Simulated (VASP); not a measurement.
# Be: single point with PBE

Be, a sheet with vacuum:

```
Be
1.0
     2.23112    0.00000    0.00000
     0.00000    3.12789    0.00000
     0.00000    0.00000   14.00000
Be
2
Direct
  0.00000 0.22208 0.50000
  0.00000 0.77792 0.50000
```

```json
{
 "Program": "VASP 6.6.1",
 "Task": "single point",
 "Functional": "PBE",
 "Potentials or basis": "VASP PAW PBE potentials, release 64 (Be)",
 "Cutoff": "520 eV",
 "k mesh": "8 × 6 × 1",
 "Occupations": "gaussian, width 0.1 eV",
 "Spin": "no spin polarisation",
 "Dipole correction": "yes",
 "Further INCAR settings": "ALGO = Normal; EDIFF = 1e-06; NBANDS = 9"
}
```

* Largest force: 9.525 eV/Å
* Band gap on the k mesh: zero (band 2 reaches -1.87 eV, above the bottom of band 3 at -4.96 eV)

Forces in eV/Å, atoms in the order of the input:
```
Be   0.000  9.525  0.000
Be   0.000 -9.525  0.000
```

Levels at points of the mesh, in eV from the Fermi level:
| k point | band 1 | band 2 | band 3 | band 4 | band 5 | band 6 | band 7 |
| --- | --- | --- | --- | --- | --- | --- | --- |
| (0.00, 0.00, 0.00) | -6.83 | -2.13 | -0.92 | 4.39 | 5.31 | 5.97 | 8.42 |
| (0.50, 0.00, 0.00) | -3.72 | 1.12 | 2.27 | 3.01 | 8.02 | 9.68 | 11.59 |
| (0.00, 0.50, 0.00) | -4.66 | -4.23 | 1.01 | 2.42 | 7.90 | 8.08 | 9.07 |
| (0.50, 0.50, 0.00) | -0.83 | 1.13 | 1.82 | 2.13 | 5.87 | 7.82 | 11.56 |

Run time: 17 s on 1 thread of Intel(R) Xeon(R) Platinum 8488C (Sapphire Rapids) (shared host), peak memory 0.19 GiB.
